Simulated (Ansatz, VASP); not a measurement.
**Two plane-wave programs on TiTe2**

```
CELL_PARAMETERS angstrom
3.80133 0.00000 0.00000
-1.90067 3.29205 0.00000
0.00000 0.00000 6.86715
ATOMIC_POSITIONS crystal
Ti 0.00000 0.00000 0.00000
Te 0.66667 0.33333 0.24743
Te 0.33333 0.66667 0.75257
```

Alike in both runs: functional r2SCAN; k mesh 15 × 15 × 8; occupations fermi-dirac, width 0.15 eV; no spin polarisation.

Ansatz relaxed the structure, and its values are those at the end. VASP's run is a single point on that final structure, the one shown.

|  | VASP | Ansatz |
| --- | --- | --- |
| version | VASP 6.6.1 | Ansatz 0.2.0 |
| potentials or method | VASP PAW PBE potentials, release 64 (Ti_sv, Te), cutoff 520 eV | scalar-relativistic, plane waves, PAW |
| valence electrons in the cell | 24 | 44 |

```tsv
	VASP	Ansatz	Ansatz less VASP
gap on the k mesh at the Fermi level (eV)	none	none	-
pressure (GPa)	0.1	0.0	-0.10
rms of the force components (eV/Å)	0.009	0.000	-0.0086
```

VASP's potentials were made for PBE, not for r2SCAN. A gap of «none» marks a metal or a gap that the smearing closes. The functional is the same, so the differences come from potentials, cutoffs and numerics. VASP's potentials hold 24 valence electrons a cell and Ansatz's 44, so a difference there can come from the potentials and not from the codes.

Spin-orbit coupling is off throughout.
